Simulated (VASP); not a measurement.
The system is Sb.

```
CELL_PARAMETERS angstrom
2.98856 -6.37398 0.00000
2.98856 6.37398 0.00000
0.00000 0.00000 4.24772
ATOMIC_POSITIONS crystal
Sb 0.10192 0.32163 0.50000
Sb 0.89808 0.67837 0.50000
Sb 0.32163 0.10192 0.50000
Sb 0.67837 0.89808 0.50000
Sb 0.00000 0.50000 0.00000
Sb 0.50000 0.00000 0.00000
```

- Program: VASP 6.6.1
- Task: relaxation of cell and atoms
- Functional: PBE
- Potentials or basis: VASP PAW PBE potentials, release 64 (Sb)
- Cutoff: 600 eV
- k mesh: 4 × 4 × 4
- Occupations: gaussian, width 0.1 eV
- Spin: no spin polarisation

At the start: pressure 23.8 GPa; volume 26.97 Å³/atom.

Where does the relaxation end?

Over 19 steps the energy falls by 571.5 meV/atom and the volume is 33.58 Å³/atom (+24.5 %); space group Pmmm (No. 47, to 0.05 Å).

The path:
```
step  energy change (eV)  largest force (eV/Å)  pressure (GPa)  volume (Å³)
   1              0.0000                3.6336           23.78       161.83
   2             -1.1810                0.3140           -6.95       274.82
   3             -3.2007                0.3091           -0.70       210.75
   4             -3.2060                0.3140           -0.33       209.08
   5             -3.2071                0.3200           -0.05       207.84
   6             -3.2943                0.3314           -0.44       208.95
   7             -3.2985                0.2757           -0.42       208.78
   8             -3.3150                0.2821           -0.11       206.53
   9             -3.3407                0.3973            0.97       199.87
  10             -3.3493                0.3911            0.94       199.68
  11             -3.3738                0.3472            0.90       199.12
  12             -3.4072                0.1807            0.95       197.98
  13             -3.3815                0.2709            1.57       195.73
  14             -3.4137                0.0741            1.06       197.34
  15             -3.4250                0.0640            0.47       199.57
  16             -3.4278                0.0566           -0.05       201.70
  17             -3.4279                0.0573            0.00       201.48
  18             -3.4281                0.0522            0.00       201.48
  19             -3.4287                0.0372            0.00       201.50
```

Final structure:
```cif
data_structure
_symmetry_space_group_name_H-M 'P 1'
_symmetry_Int_Tables_number 1
_cell_length_a 7.7030
_cell_length_b 7.7030
_cell_length_c 4.5847
_cell_angle_alpha 90.000
_cell_angle_beta 90.000
_cell_angle_gamma 132.207
_cell_volume 201.50
loop_
_atom_site_label
_atom_site_type_symbol
_atom_site_fract_x
_atom_site_fract_y
_atom_site_fract_z
_atom_site_occupancy
Sb1 Sb 0.14399 0.35333 0.50000 1
Sb2 Sb 0.85601 0.64667 0.50000 1
Sb3 Sb 0.35333 0.14399 0.50000 1
Sb4 Sb 0.64667 0.85601 0.50000 1
Sb5 Sb 0.00000 0.50000 0.00000 1
Sb6 Sb 0.50000 0.00000 0.00000 1
```

Caveat: the k points lie up to 0.34 Å⁻¹ apart in the final cell; the volume moved by over 15 % at a fixed basis, so the end points are rough.
